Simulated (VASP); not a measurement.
A run of VASP 6.6.1 is set up as follows.

Contents of INCAR:

```
SYSTEM = Si3Ge
ALGO = Normal
EDIFF = 1E-6
EDIFFG = -0.04
ENCUT = 600
GGA = PE
IBRION = 2
ISIF = 3
ISMEAR = 0
LASPH = .True.
LCHARG = .False.
LREAL = .False.
LWAVE = .False.
NELM = 80
NSW = 90
PREC = Accurate
SIGMA = 0.1
```

The input KPOINTS:

```
k-points
0
Gamma
  6 6 6
  0 0 0
```

Contents of POSCAR:

```
Si3Ge
1.0
    1.4206109000      0.8201900800      9.2793915200
   -1.4206109000      0.8201900800      9.2793915200
    0.0000000000     -1.6403801700      9.2793915200
Si Ge
3 1
Direct
    0.0000000000      0.0000000000      0.0000000000
    0.2500000000      0.2500000000      0.2500000000
    0.7500000000      0.7500000000      0.7500000000
    0.5000000000      0.5000000000      0.5000000000
```

Potentials or basis: VASP PAW PBE potentials, release 64 (Si, Ge_d).

Command:

```bash
$ cat potpaw_PBE.64/Si/POTCAR potpaw_PBE.64/Ge_d/POTCAR > POTCAR
$ mpirun -np 1 vasp_std > vasp.out
```

Question: Estimate the relaxed volume.

Answer: 16.14 Å³/atom.

Question: Estimate the space group after relaxing (to 0.1 Å).

Answer: R-3m (No. 166).

Question: What does it give for the relaxed cell?

Answer: a = 10.043 Å, b = 10.043 Å, c = 10.043 Å, α = 15.69°, β = 15.69°, γ = 15.69°.

Final structure:
```cif
data_structure
_symmetry_space_group_name_H-M 'P 1'
_symmetry_Int_Tables_number 1
_cell_length_a 10.0425
_cell_length_b 10.0425
_cell_length_c 10.0425
_cell_angle_alpha 15.690
_cell_angle_beta 15.690
_cell_angle_gamma 15.690
_cell_volume 64.55
loop_
_atom_site_label
_atom_site_type_symbol
_atom_site_fract_x
_atom_site_fract_y
_atom_site_fract_z
_atom_site_occupancy
Si1 Si 0.00000 0.00000 0.00000 1
Si2 Si 0.25722 0.25722 0.25722 1
Si3 Si 0.74278 0.74278 0.74278 1
Ge1 Ge 0.50000 0.50000 0.50000 1
```

Caveat: the k points lie up to 0.44 Å⁻¹ apart in the final cell; the highest band is partly filled, so the run has too few bands.
